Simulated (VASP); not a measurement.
## In3Se: relaxation of cell and atoms with PBE

Crystal: In3Se.

```
In Se
1.0
     4.80376    0.00000    0.00000
     0.00000    4.80376    0.00000
     0.00000    0.00000    4.80376
In Se
3 1
Direct
  0.00000 0.50000 0.50000
  0.50000 0.00000 0.50000
  0.50000 0.50000 0.00000
  0.00000 0.00000 0.00000
```

```json
{
 "Program": "VASP 6.6.1",
 "Task": "relaxation of cell and atoms",
 "Functional": "PBE",
 "Potentials or basis": "VASP PAW PBE potentials, release 64 (In_d, Se)",
 "Cutoff": "600 eV",
 "k mesh": "10 × 10 × 10",
 "Occupations": "gaussian, width 0.1 eV",
 "Spin": "no spin polarisation",
 "Dipole correction": "no",
 "Further INCAR settings": "ALGO = Normal; EDIFF = 1e-06; IBRION = 2; EDIFFG = -0.01; NSW = 100; ISIF = 3"
}
```

```yaml
Relaxed_volume: 27.50 Å³/atom
Relaxed_cell: a = 4.792 Å, b = 4.792 Å, c = 4.792 Å, α = 90.00°, β = 90.00°, γ = 90.00°
Space_group_after_relaxing_to_0.1_Å: Pm-3m (No. 221)
Energy_gained_by_relaxing: 0.2 meV/atom
Ionic_steps: 2
Pressure_after_relaxing: -0.1 GPa
Band_gap_on_the_k_mesh: zero (an odd number of electrons rules out a gap without spin polarisation)
```

The path:
```csv
step,energy change (eV),largest force (eV/Å),pressure (GPa),volume (Å³)
1,0.0000,0.0000,-0.30,110.85
2,-0.0010,0.0000,-0.05,110.01
```

Final structure:
```yaml
crystal:
  lattice:
    - [4.79159, 0.00000, 0.00000]
    - [0.00000, 4.79159, 0.00000]
    - [0.00000, 0.00000, 4.79159]
  atoms:
    - { symbol: In, position: [0.00000, 0.50000, 0.50000] }
    - { symbol: In, position: [0.50000, 0.00000, 0.50000] }
    - { symbol: In, position: [0.50000, 0.50000, 0.00000] }
    - { symbol: Se, position: [0.00000, 0.00000, 0.00000] }
```

Levels at points of the mesh, in eV from the Fermi level:
```
           k point  band 20  band 21  band 22  band 23  band 24  band 25
(0.00, 0.00, 0.00)    -3.25    -2.18    -2.18     1.16     1.16     1.16
(0.50, 0.00, 0.00)    -2.43    -1.63    -1.02    -0.07    -0.07     1.43
(0.50, 0.50, 0.00)    -1.94    -0.82    -0.67    -0.67     1.43     1.81
(0.50, 0.50, 0.50)    -4.15    -4.15    -4.15    -3.19     3.05     3.05
```

It took 100 s on 1 thread of Intel(R) Xeon(R) 6975P-C (Granite Rapids), on a shared host, peak memory 0.36 GiB.

Caveat: spin-orbit coupling is left out, which moves the levels of the heavy elements.
